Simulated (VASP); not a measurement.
# Hg (I4/mmm) in VASP: a series of runs

Runs on Hg. Level: PBEsol. Tasks: single point.

Program: VASP 6.6.1. These are calculated values, not measurements. Logs are shortened: lines on timing, memory, paths and dates and some standing lists are left out, and cuts for length are marked.

## (1) The cell of the first run

Symmetry: I4/mmm, No. 139, tetragonal system. Conventional cell: a = 3.014 Å, b = 3.014 Å, c = 6.027 Å, α = 90.00°, β = 90.00°, γ = 90.00°. Hg (site symmetry 4/mmm) has 12 Hg at 3.01 to 3.69 Å within 4.0 Å.

## (2) Single point, PBEsol

INCAR reads:

```
PREC     = Accurate       # precision mode
ENCUT    = 520            # plane-wave cutoff, eV
EDIFF    = 1E-7           # SCF threshold, eV
ISMEAR   = 0              # smearing method
SIGMA    = 0.15           # smearing width, eV
LREAL    = F              # projectors in reciprocal space
LASPH    = T              # aspherical terms in the spheres
NELM     = 60             # most SCF steps
ALGO     = Fast           # electronic algorithm
ISIF     = 2              # what is computed and relaxed
LWAVE    = F              # write WAVECAR
LCHARG   = T              # write CHGCAR
GGA      = PS             # functional
LELF     = T              # ELF
LVHAR    = T            
NBANDS   = 12             # bands
```

KPOINTS reads:

```
Automatic mesh
0
Gamma
  20 20 20
```

POSCAR reads:

```
Hg
1.0
    0.0000000000      2.1310580592      3.0133160957
    2.1310580592      0.0000000000      3.0133160957
    2.1310580592      2.1310580592      0.0000000000
Hg
1
Direct
    0.0000000000      0.0000000000      0.0000000000
```

Potentials or basis: VASP PAW PBE potentials, release 64 (Hg).

Launch:

```console
cat potpaw_PBE.64/Hg/POTCAR > POTCAR
mpirun -np 1 vasp_std > vasp.out
```

OUTCAR:

```text
PREC = Accurate
   ENCUT = 520
   EDIFF = 1E-7
   ISMEAR = 0
   LREAL = F
   LASPH = T
   NELM = 60
   ISIF = 2
   GGA = PS

 ion  position               nearest neighbor table
   1  0.000  0.000  0.000-

  LATTYP: Found a body centered tetragonal cell.
 ALAT       =     3.0137712095
 C/A-ratio  =     1.9996979772

  Lattice vectors:

 A1 = (  -2.1310580592,   0.0000000000,   3.0133160957)
 A2 = (   2.1310580592,   0.0000000000,   3.0133160957)
 A3 = (   0.0000000000,   2.1310580592,  -3.0133160957)

Analysis of symmetry for initial positions (statically):
=====================================================================
 Subroutine PRICEL returns:
 Original cell was already a primitive cell.

 Routine SETGRP: Setting up the symmetry group for a
 body centered tetragonal supercell.

 Subroutine GETGRP returns: Found 16 space group operations
 (whereof 16 operations were pure point group operations)
 out of a pool of 16 trial point group operations.

The static configuration has the point symmetry D_4h.

Analysis of symmetry for dynamics (positions and initial velocities):
=====================================================================
 Subroutine PRICEL returns:
 Original cell was already a primitive cell.

 Routine SETGRP: Setting up the symmetry group for a
 body centered tetragonal supercell.

 Subroutine GETGRP returns: Found 16 space group operations
 (whereof 16 operations were pure point group operations)
 out of a pool of 16 trial point group operations.

The dynamic configuration has the point symmetry D_4h.

 Subroutine INISYM returns: Found 16 space group operations
 (whereof 16 operations are pure point group operations),
 and found     1 'primitive' translations

----------------------------------------------------------------------------------------

                                     Primitive cell

  volume of cell :      27.3694

  direct lattice vectors                    reciprocal lattice vectors
     0.000000000  2.131058059  3.013316096    -0.234625236  0.234625236  0.165930153
     2.131058059  0.000000000  3.013316096     0.234625236 -0.234625236  0.165930153
     2.131058059  2.131058059  0.000000000     0.234625236  0.234625236 -0.165930153

  length of vectors
     3.690729243  3.690729243  3.013771210     0.370986278  0.370986278  0.370986278

  position of ions in fractional coordinates (direct lattice)
     0.000000000  0.000000000  0.000000000

  ion indices of the primitive-cell ions
[... 82 lines left out ...]
   POTIM  = 0.5000    time-step for ionic-motion
   TEBEG  =    0.0;   TEEND  =   0.0 temperature during run
   PSTRESS=    0.0 pullay stress
   NELECT =      12.0000    total number of electrons
   NUPDOWN=      -1.0000    fix difference up-down
   EMIN   =  10.00;   EMAX   =-10.00  energy-range for DOS
   EFERMI =   0.00;   METHOD = LEGACY
   ISMEAR =     0;   SIGMA  =   0.15  broadening in eV -4-tet -1-fermi 0-gaus
   EFERMI_NEDOS =   21; number of points for ismear=-14 and -15
   IALGO  =     68    algorithm
   IMIX   =      4    mixing-type and parameters
     AMIX     =   0.40;   BMIX     =  1.00
     AMIX_MAG =   1.60;   BMIX_MAG =  1.00
  volume/ion in A,a.u.               =      27.37       184.70
  Fermi-wavevector in a.u.,A,eV,Ry     =   1.243694  2.350241 21.045144  1.546774
  Thomas-Fermi vector in A             =   2.377993
   LORBIT       =      0    0 simple, 1 ext, 2 COOP (PROOUT), +10 PAW based schemes
   GGA     = PS    functional components
   LHFCALC =     F    Hartree Fock is set to
   AEXX    =    0.0000 exact exchange contribution
   IVDW    =     0    specifies the selected vdW correction
   LEPSILON=     F    determine dielectric tensor
   LRPA    =     F    only Hartree local field effects (RPA)
 non-spin polarized calculation
 RMM-DIIS sequential band-by-band and
 Gauss-broadening in eV      SIGMA  =   0.15
  energy-cutoff  :      520.00
  volume of cell :       27.37
 maximum number of plane-waves:       759
   NGX = 13   NGY = 13   NGZ = 11

 number of electron      12.0000000 magnetization

 Free energy of the ion-electron system (eV)
  ---------------------------------------------------
  ext. energy  EPLUGINS =         0.00000000
  ---------------------------------------------------
  free energy    TOTEN  =        -0.52241974 eV

  energy without entropy =       -0.51938157  energy(sigma->0) =       -0.52090066

 E-fermi :   1.5528     XC(G=0): -10.2232

 val. band max:        1.5462652925   @ k =   0.4500   0.0000   0.4500
 cond. band min:       1.5729071092   @ k =  -0.3500   0.2000   0.1500
 fundamental gap:      0.0266418167
 Fermi energy:         1.5527932345

 k-point     1 :       0.0000    0.0000    0.0000
  band No.  band energies     occupation
      1      -6.6527      2.00000
      2      -6.0450      2.00000
      3      -5.2932      2.00000
      4      -4.6384      2.00000
      5      -4.6384      2.00000
      6      -4.1535      2.00000
      7      11.4543      0.00000
      8      15.3439      0.00000
      9      15.3439      0.00000
     10      15.8650      0.00000
     11      16.1989      0.00000
     12      16.6518      0.00000
[... 331 lines left out ...]
 k-point    24 :      -0.3500    0.0500    0.0000
  band No.  band energies     occupation
      1      -5.9339      2.00000
      2      -5.5111      2.00000
      3      -4.7223      2.00000
      4      -4.4380      2.00000
      5      -4.3860      2.00000
      6      -2.3665      2.00000
      7       3.6113      0.00000
      8       8.6980      0.00000
      9      13.1939      0.00000
     10      17.1105      0.00000
     11      17.1539      0.00000
     12      20.1966      0.00000

 [... further k-points ...]

------------------------ aborting loop because EDIFF is reached ----------------------------------------

  FORCE on cell =-STRESS in cart. coord.  units (eV):
  Direction    XX          YY          ZZ          XY          YZ          ZX
  --------------------------------------------------------------------------------------
  -------------------------------------------------------------------------------------
  Total       -0.3567456     -0.3567456     -0.4995733      0.0000000      0.0000000      0.0000000
  in kB      -20.8835298    -20.8835298    -29.2445255      0.0000000      0.0000000      0.0000000
  external PRESSURE =     -23.6705284 kB  Pullay stress =       0.0000000 kB

 VOLUME and BASIS-vectors are now :
 -----------------------------------------------------------------------------
  energy-cutoff  :      520.00
  volume of cell :       27.37
      direct lattice vectors                 reciprocal lattice vectors
     0.000000000  2.131058059  3.013316096    -0.234625236  0.234625236  0.165930153
     2.131058059  0.000000000  3.013316096     0.234625236 -0.234625236  0.165930153
     2.131058059  2.131058059  0.000000000     0.234625236  0.234625236 -0.165930153

 POSITION                                       TOTAL-FORCE (eV/Angst)
 -----------------------------------------------------------------------------------
      0.00000      0.00000      0.00000         0.000000     -0.000000     -0.000000
 -----------------------------------------------------------------------------------
    total drift:                               -0.000000      0.000000      0.000000

  FREE ENERGIE OF THE ION-ELECTRON SYSTEM (eV)
  ---------------------------------------------------
  free  energy   TOTEN  =        -0.5224197433 eV

  energy  without entropy=       -0.5193815674  energy(sigma->0) =       -0.52090066
```

OSZICAR:

```text
N       E                     dE             d eps       ncg     rms          rms(c)
DAV:   1     0.724783101952E+02    0.72478E+02   -0.64757E+03 16168   0.943E+02
DAV:   2     0.710331655716E+00   -0.71768E+02   -0.67379E+02 16828   0.222E+02
DAV:   3    -0.563104092892E+00   -0.12734E+01   -0.12727E+01 18332   0.331E+01
DAV:   4    -0.564368522807E+00   -0.12644E-02   -0.12644E-02 16892   0.110E+00
DAV:   5    -0.564370517518E+00   -0.19947E-05   -0.19948E-05 18172   0.414E-02    0.268E+00
RMM:   6    -0.525545268358E+00    0.38825E-01   -0.66034E-02 15546   0.246E+00    0.213E+00
RMM:   7    -0.522631726480E+00    0.29135E-02   -0.70040E-03 16242   0.654E-01    0.109E+00
RMM:   8    -0.522401003361E+00    0.23072E-03   -0.89582E-04 16790   0.421E-01    0.576E-02
RMM:   9    -0.522413956602E+00   -0.12953E-04   -0.64570E-05 17403   0.795E-02    0.231E-02
RMM:  10    -0.522420125205E+00   -0.61686E-05   -0.19442E-05 16587   0.592E-02    0.886E-03
RMM:  11    -0.522419740988E+00    0.38422E-06   -0.23006E-06 17725   0.149E-02    0.233E-03
RMM:  12    -0.522419743307E+00   -0.23192E-08   -0.80346E-08 12042   0.365E-03
   1 F= -.52241974E+00 E0= -.52090066E+00  d E =-.303818E-02
```

Run time: 2.8 min. Hardware: 1 thread of Oxide Virtual Turin-like, shared host; peak memory 0.28 GiB.

Results:

- Free energy: -0.5224 eV
- Pressure: -2.4 GPa
- Band gap on the k mesh: zero (bands 6 and 7 overlap by 3.47 eV)

Caveat: the PAW data sets were made with another functional, which shifts forces and pressure a little; spin-orbit coupling is left out, which moves the levels of the heavy elements.

## (3) Single point, PBEsol

This run uses another cell than the first one, of the same volume but with other edges.

INCAR: that of step 2 with these lines changed.

```diff
@@ -2,3 +2,3 @@
 ENCUT    = 520            # plane-wave cutoff, eV
-EDIFF    = 1E-7           # SCF threshold, eV
+EDIFF    = 1E-6           # SCF threshold, eV
 ISMEAR   = 0              # smearing method
@@ -7,3 +7,3 @@
 LASPH    = T              # aspherical terms in the spheres
-NELM     = 60             # most SCF steps
+NELM     = 80             # most SCF steps
 ALGO     = Fast           # electronic algorithm
```

KPOINTS reads:

```
regular mesh
0
Gamma
  20 20 20
```

POSCAR reads:

```
Hg
1.0
    0.0000000000      2.5250623701      2.1463030146
    2.5250623701      0.0000000000      2.1463030146
    2.5250623701      2.5250623701      0.0000000000
Hg
1
Direct
    0.0000000000      0.0000000000      0.0000000000
```

Potentials or basis: VASP PAW PBE potentials, release 64 (Hg).

Launch:

```console
cat potpaw_PBE.64/Hg/POTCAR > POTCAR
mpirun -np 1 vasp_std > vasp.out
```

Wall time 3.4 min (1 thread of Oxide Virtual Turin-like, shared host); peak memory 0.28 GiB.

Results (log left out):

* Free energy: -0.5206 eV
* Pressure: -2.7 GPa
* Band gap on the k mesh: zero (bands 6 and 7 overlap by 2.39 eV)

Stress tensor (GPa, compression positive):
```
-2.42  0.00  0.00
 0.00 -2.42  0.00
 0.00  0.00 -3.12
```

Levels at points of the mesh, in eV from the Fermi level:
```
           k point  band 2  band 3  band 4  band 5  band 6  band 7  band 8  band 9  band 10  band 11
(0.00, 0.00, 0.00)   -6.50   -6.50   -6.18   -6.06   -5.74   13.62   13.63   13.84    13.84    17.36
(0.50, 0.00, 0.00)   -6.61   -6.14   -5.65   -5.39   -1.66   -0.86    9.98   10.91    14.80    15.13
(0.50, 0.50, 0.00)   -6.99   -5.51   -5.39   -5.39    1.53    1.71    5.28    5.28     9.35    10.77
(0.50, 0.00, 0.50)   -7.01   -5.60   -5.60   -5.29   -0.68   -0.21    7.34    7.93    11.48    12.95
```

Caveat: the PAW data sets were made with another functional, which shifts forces and pressure a little; spin-orbit coupling is left out, which moves the levels of the heavy elements.

The gap in the log of VASP goes by the Fermi energy; the results here count the filled bands.